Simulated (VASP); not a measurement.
# Sn2GeP4 (P6/mmm) in VASP: single point with PBE

Aim: the single point of Sn2GeP4 with PBE.

Everything below comes from runs of VASP 6.6.1. Logs are shortened: lines on timing, memory, paths and dates and some standing lists are left out, and cuts for length are marked.

## (1) The cell of the first run

Symmetry: P6/mmm, No. 191, hexagonal system. The conventional cell has a = 4.965 Å, b = 4.965 Å, c = 8.707 Å, α = 90.00°, β = 90.00°, γ = 120.00°. Within 3.6 Å of Sn (site symmetry 6mm) lie 1 Ge at 2.59 Å and 6 P at 3.24 Å and 1 Sn at 3.52 Å. Within 3.4 Å of Ge (site symmetry 6/mmm) lie 2 Sn at 2.59 Å and 12 P at 3.07 Å. P (site symmetry 3m) has 4 P at 2.18 to 2.87 Å within 2.9 Å.

The cell was built from a structure type or drawn by symmetry, and may not be a known phase.

## (2) Single point, PBE

The input, INCAR:

```
SYSTEM = Sn2GeP4
ALGO = Normal
EDIFF = 1E-6
ENCUT = 520
GGA = PE
ISIF = 2
ISMEAR = 0
LASPH = .TRUE.
LCHARG = .FALSE.
LREAL = .FALSE.
LWAVE = .FALSE.
NBANDS = 40
NELM = 80
PREC = Accurate
SIGMA = 0.1
```

The input, KPOINTS:

```
k-points
0
G
  12 12 4
  0 0 0
```

The input, POSCAR:

```
Sn2GeP4
1.0
    4.9651076736      0.0000000000      0.0000000000
   -2.4825538368      4.2999093778      0.0000000000
    0.0000000000      0.0000000000      8.7071535989
Sn Ge P
2 1 4
Direct
    0.0000000000      0.0000000000      0.2976217581
    0.0000000000      0.0000000000      0.7023782419
    0.0000000000      0.0000000000      0.0000000000
    0.3333333333      0.6666666667      0.8747240321
    0.6666666667      0.3333333333      0.8747240321
    0.6666666667      0.3333333333      0.1252759679
    0.3333333333      0.6666666667      0.1252759679
```

Potentials or basis: VASP PAW PBE potentials, release 64 (Sn_d, Ge_d, P).

Command:

```sh
$ cat potpaw_PBE.64/Sn_d/POTCAR potpaw_PBE.64/Ge_d/POTCAR potpaw_PBE.64/P/POTCAR > POTCAR
$ mpirun -np 1 vasp_std > vasp.out
```

OUTCAR:

```text
SYSTEM = Sn2GeP4
   EDIFF = 1E-6
   ENCUT = 520
   GGA = PE
   ISIF = 2
   ISMEAR = 0
   LASPH = .TRUE.
   LREAL = .FALSE.
   NELM = 80
   PREC = Accurate

 ion  position               nearest neighbor table
   1  0.000  0.000  0.298-   3 2.59   6 3.24   7 3.24   7 3.24   6 3.24   6 3.24   7 3.24   2 3.52

   2  0.000  0.000  0.702-   3 2.59   4 3.24   5 3.24   4 3.24   5 3.24   5 3.24   4 3.24   1 3.52

   3  0.000  0.000  0.000-   1 2.59   2 2.59
   4  0.333  0.667  0.875-   7 2.18   5 2.87   5 2.87   5 2.87   2 3.24   2 3.24   2 3.24
   5  0.667  0.333  0.875-   6 2.18   4 2.87   4 2.87   4 2.87   2 3.24   2 3.24   2 3.24
   6  0.667  0.333  0.125-   5 2.18   7 2.87   7 2.87   7 2.87   1 3.24   1 3.24   1 3.24
   7  0.333  0.667  0.125-   4 2.18   6 2.87   6 2.87   6 2.87   1 3.24   1 3.24   1 3.24

  LATTYP: Found a hexagonal cell.
 ALAT       =     4.9651076736
 C/A-ratio  =     1.7536686355

  Lattice vectors:

 A1 = (   4.9651076736,   0.0000000000,   0.0000000000)
 A2 = (  -2.4825538368,   4.2999093778,   0.0000000000)
 A3 = (   0.0000000000,   0.0000000000,   8.7071535989)

Analysis of symmetry for initial positions (statically):
=====================================================================
 Subroutine PRICEL returns:
 Original cell was already a primitive cell.

 Routine SETGRP: Setting up the symmetry group for a
 hexagonal supercell.

 Subroutine GETGRP returns: Found 24 space group operations
 (whereof 24 operations were pure point group operations)
 out of a pool of 24 trial point group operations.

The static configuration has the point symmetry D_6h.

Analysis of symmetry for dynamics (positions and initial velocities):
=====================================================================
 Subroutine PRICEL returns:
 Original cell was already a primitive cell.

 Routine SETGRP: Setting up the symmetry group for a
 hexagonal supercell.

 Subroutine GETGRP returns: Found 24 space group operations
 (whereof 24 operations were pure point group operations)
 out of a pool of 24 trial point group operations.

The dynamic configuration has the point symmetry D_6h.

 Subroutine INISYM returns: Found 24 space group operations
 (whereof 24 operations are pure point group operations),
 and found     1 'primitive' translations

----------------------------------------------------------------------------------------

                                     Primitive cell

  volume of cell :     185.8935

  direct lattice vectors                    reciprocal lattice vectors
     4.965107674  0.000000000  0.000000000     0.201405501  0.116281520  0.000000000
    -2.482553837  4.299909378  0.000000000     0.000000000  0.232563041  0.000000000
     0.000000000  0.000000000  8.707153599     0.000000000  0.000000000  0.114848095

  length of vectors
     4.965107674  4.965107674  8.707153599     0.232563041  0.232563041  0.114848095

  position of ions in fractional coordinates (direct lattice)
     0.000000000  0.000000000  0.297621758
     0.000000000  0.000000000  0.702378242
     0.000000000  0.000000000  0.000000000
     0.333333333  0.666666667  0.874724032
     0.666666667  0.333333333  0.874724032
     0.666666667  0.333333333  0.125275968
     0.333333333  0.666666667  0.125275968

  ion indices of the primitive-cell ions
   primitive index   ion index
                 1           1
                 2           2
                 3           3
                 4           4
                 5           5
                 6           6
                 7           7

----------------------------------------------------------------------------------------

 KPOINTS: k-points

Automatic generation of k-mesh.
 Grid dimensions read from file:
 generate k-points for:   12   12    4

 Generating k-lattice:

  Cartesian coordinates                     Fractional coordinates (reciprocal lattice)
     0.016783792  0.009690127  0.000000000     0.083333333 -0.000000000  0.000000000
     0.000000000  0.019380253  0.000000000     0.000000000  0.083333333  0.000000000
     0.000000000  0.000000000  0.028712024     0.000000000  0.000000000  0.250000000

  Length of vectors
     0.019380253  0.019380253  0.028712024

  Shift w.r.t. Gamma in fractional coordinates (k-lattice)
     0.000000000  0.000000000  0.000000000

 Subroutine IBZKPT returns following result:
 ===========================================

 Found     57 irreducible k-points:

 Following reciprocal coordinates:
            Coordinates               Weight
  0.000000  0.000000  0.000000      1.000000
  0.083333 -0.000000  0.000000      6.000000
  0.166667  0.000000  0.000000      6.000000
  0.250000  0.000000  0.000000      6.000000
  0.333333  0.000000  0.000000      6.000000
  0.416667  0.000000  0.000000      6.000000
[... 16 lines left out ...]
  0.250000  0.000000  0.250000     12.000000
  0.333333  0.000000  0.250000     12.000000
 [... further k-points ...]
   k-points           NKPTS =     57   k-points in BZ     NKDIM =     57   number of bands    NBANDS=     40
   number of dos      NEDOS =    301   number of ions     NIONS =      7
   total plane-waves  NPLWV = 112000
   dimension x,y,z NGX =    40 NGY =   40 NGZ =   70
   dimension x,y,z NGXF=    80 NGYF=   80 NGZF=  140
   ions per type =               2   1   4
   NGX,Y,Z   is equivalent  to a cutoff of  13.39, 13.39, 13.37 a.u.
   NGXF,Y,Z  is equivalent  to a cutoff of  26.79, 26.79, 26.73 a.u.
 SYSTEM =  Sn2GeP4
   PREC   = accura    normal or accurate (medium, high low for compatibility)
   ISTART =      0    job   : 0-new  1-cont  2-samecut
   ICHARG =      2    charge: 1-file 2-atom 10-const
   ISPIN  =      1    spin polarized calculation?
   LNONCOLLINEAR =      F non collinear calculations
   LSORBIT =      F    spin-orbit coupling
   LASPH  =      T    aspherical Exc in radial PAW
   ENCUT  =  520.0 eV  38.22 Ry    6.18 a.u.   9.23  9.23 16.19*2*pi/ulx,y,z
   NELM   =     80;   NELMIN=  2; NELMDL= -5     # of ELM steps
   EDIFF  = 0.1E-05   stopping-criterion for ELM
   LREAL  =      F    real-space projection
   EDIFFG = 0.1E-04   stopping-criterion for IOM
   NSW    =      0    number of steps for IOM
   IBRION =     -1    ionic relax: 0-MD 1-quasi-New 2-CG
   NFREE  =      0    steps in history (QN), initial steepest desc. (CG)
   ISIF   =      2    stress and relaxation
   ISYM   =      2    0-nonsym 1-usesym 2-fastsym
   POTIM  = 0.5000    time-step for ionic-motion
   TEBEG  =    0.0;   TEEND  =   0.0 temperature during run
   PSTRESS=    0.0 pullay stress
   NELECT =      62.0000    total number of electrons
   NUPDOWN=      -1.0000    fix difference up-down
   EMIN   =  10.00;   EMAX   =-10.00  energy-range for DOS
   EFERMI =   0.00;   METHOD = LEGACY
   ISMEAR =     0;   SIGMA  =   0.10  broadening in eV -4-tet -1-fermi 0-gaus
   EFERMI_NEDOS =   21; number of points for ismear=-14 and -15
   IALGO  =     38    algorithm
   IMIX   =      4    mixing-type and parameters
     AMIX     =   0.40;   BMIX     =  1.00
     AMIX_MAG =   1.60;   BMIX_MAG =  1.00
  volume/ion in A,a.u.               =      26.56       179.21
  Fermi-wavevector in a.u.,A,eV,Ry     =   1.135318  2.145439 17.537173  1.288946
  Thomas-Fermi vector in A             =   2.272022
   LORBIT       =      0    0 simple, 1 ext, 2 COOP (PROOUT), +10 PAW based schemes
   GGA     = PE    functional components
   LHFCALC =     F    Hartree Fock is set to
   AEXX    =    0.0000 exact exchange contribution
   IVDW    =     0    specifies the selected vdW correction
   LEPSILON=     F    determine dielectric tensor
   LRPA    =     F    only Hartree local field effects (RPA)
 non-spin polarized calculation
 Gauss-broadening in eV      SIGMA  =   0.10
  energy-cutoff  :      520.00
  volume of cell :      185.89
 maximum number of plane-waves:      5026
 NGX is ok and might be reduce to    40
   NGX = 19   NGY = 19   NGZ = 33

 number of electron      62.0000017 magnetization

 Free energy of the ion-electron system (eV)
  ---------------------------------------------------
  ext. energy  EPLUGINS =         0.00000000
  ---------------------------------------------------
  free energy    TOTEN  =       -29.95385629 eV

  energy without entropy =      -29.93878215  energy(sigma->0) =      -29.94631922

 E-fermi :   5.1710     XC(G=0):  -8.9268

 val. band max:        5.1683401643   @ k =   0.2500   0.2500   0.2500
 cond. band min:       5.1775111949   @ k =   0.2500   0.1667   0.0000
 fundamental gap:      0.0091710305
 Fermi energy:         5.1710407951

 k-point     1 :       0.0000    0.0000    0.0000
  band No.  band energies     occupation
      1     -19.9001      2.00000
      2     -19.9001      2.00000
      3     -19.8336      2.00000
      4     -19.8151      2.00000
      5     -19.8151      2.00000
      6     -16.8864      2.00000
[... 32 lines left out ...]
     39       9.5531      0.00000
     40       9.7902      0.00000

 k-point     2 :       0.0833   -0.0000    0.0000
  band No.  band energies     occupation
      1     -19.9001      2.00000
      2     -19.9000      2.00000
      3     -19.8335      2.00000
      4     -19.8151      2.00000
      5     -19.8151      2.00000
      6     -16.8865      2.00000
[... 32 lines left out ...]
     39       9.5457      0.00000
     40       9.5822      0.00000

 k-point     3 :       0.1667    0.0000    0.0000
  band No.  band energies     occupation
      1     -19.9001      2.00000
      2     -19.8999      2.00000
      3     -19.8334      2.00000
      4     -19.8152      2.00000
      5     -19.8151      2.00000
      6     -16.8866      2.00000
[... 853 lines left out ...]
  band No.  band energies     occupation
      1     -19.9002      2.00000
      2     -19.8997      2.00000
      3     -19.8332      2.00000
      4     -19.8153      2.00000
      5     -19.8151      2.00000
      6     -16.8867      2.00000
[... 32 lines left out ...]
     39       8.5630      0.00000
     40       8.7547      0.00000

 k-point    24 :       0.3333    0.0000    0.2500
  band No.  band energies     occupation
      1     -19.9003      2.00000
      2     -19.8995      2.00000
      3     -19.8331      2.00000
      4     -19.8154      2.00000
      5     -19.8151      2.00000
      6     -16.8868      2.00000
[... 32 lines left out ...]
     39       8.0896      0.00000
     40       8.3634      0.00000

 [... further k-points ...]

------------------------ aborting loop because EDIFF is reached ----------------------------------------

  FORCE on cell =-STRESS in cart. coord.  units (eV):
  Direction    XX          YY          ZZ          XY          YZ          ZX
  --------------------------------------------------------------------------------------
  -------------------------------------------------------------------------------------
  Total       -0.0340707     -0.0340707     -0.2583206      0.0000000     -0.0000000      0.0000000
  in kB       -0.2936483     -0.2936483     -2.2264112      0.0000000     -0.0000000      0.0000000
  external PRESSURE =      -0.9379026 kB  Pullay stress =       0.0000000 kB

 VOLUME and BASIS-vectors are now :
 -----------------------------------------------------------------------------
  energy-cutoff  :      520.00
  volume of cell :      185.89
      direct lattice vectors                 reciprocal lattice vectors
     4.965107674  0.000000000  0.000000000     0.201405501  0.116281520  0.000000000
    -2.482553837  4.299909378  0.000000000     0.000000000  0.232563041  0.000000000
     0.000000000  0.000000000  8.707153599     0.000000000  0.000000000  0.114848095

 POSITION                                       TOTAL-FORCE (eV/Angst)
 -----------------------------------------------------------------------------------
      0.00000      0.00000      2.59144         0.000000      0.000000     -0.001775
      0.00000      0.00000      6.11572        -0.000000     -0.000000      0.001775
      0.00000      0.00000      0.00000        -0.000000      0.000000      0.000000
     -0.00000      2.86661      7.61636        -0.000000     -0.000000      0.046365
      2.48255      1.43330      7.61636        -0.000000      0.000000      0.046365
      2.48255      1.43330      1.09080         0.000000      0.000000     -0.046365
     -0.00000      2.86661      1.09080         0.000000     -0.000000     -0.046365
 -----------------------------------------------------------------------------------
    total drift:                                0.000000     -0.000000     -0.000000

  FREE ENERGIE OF THE ION-ELECTRON SYSTEM (eV)
  ---------------------------------------------------
  free  energy   TOTEN  =       -29.9538562939 eV

  energy  without entropy=      -29.9387821543  energy(sigma->0) =      -29.94631922
```

It took 6.6 min on 1 thread of AMD EPYC 7R13 (Zen 3), shared host; peak memory 0.54 GiB.

Results:

```
Free energy            : -29.9539 eV
Pressure               : -0.1 GPa
Largest force          : 0.046 eV/Å
Band gap on the k mesh : zero (bands 31 and 32 overlap by 1.63 eV)
```

Forces in eV/Å, atoms in the order of the input:
```
Sn   0.000  0.000 -0.002
Sn   0.000  0.000  0.002
Ge   0.000  0.000  0.000
P    0.000  0.000  0.046
P    0.000  0.000  0.046
P    0.000  0.000 -0.046
P    0.000  0.000 -0.046
```

Caveat: spin-orbit coupling is left out, which moves the levels of the heavy elements.
